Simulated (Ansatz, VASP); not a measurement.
# LiF: VASP beside Ansatz

```
CELL_PARAMETERS angstrom
2.51626 0.00000 0.00000
0.00000 2.51626 0.00000
0.00000 0.00000 2.51626
ATOMIC_POSITIONS crystal
Li 0.00000 0.00000 0.00000
F 0.50000 0.50000 0.50000
```

Alike in both runs: task single point; functional PBEsol; k mesh 6 × 6 × 6; no spin polarisation.

|  | VASP | Ansatz |
| --- | --- | --- |
| version | VASP 6.6.1 | Ansatz 0.2.0 |
| potentials or method | VASP PAW PBE potentials, release 64 (Li_sv, F) | plane waves, PAW |
| plane-wave cutoff (eV) | 520 | 420 |
| occupations | gaussian, width 0.01 eV | fixed |
| valence electrons in the cell | 10 | 10 |

Ansatz gave:

| Item | Value |
| --- | --- |
| gap on the k mesh at the Fermi level (eV) | 7.80 |

Task: Estimate VASP's values.

Result: gap on the k mesh at the Fermi level (eV): 7.81.

VASP's potentials were made for PBE, not for PBEsol.

Noted on VASP's run: the cutoff is short for stress, so the pressure is rough.
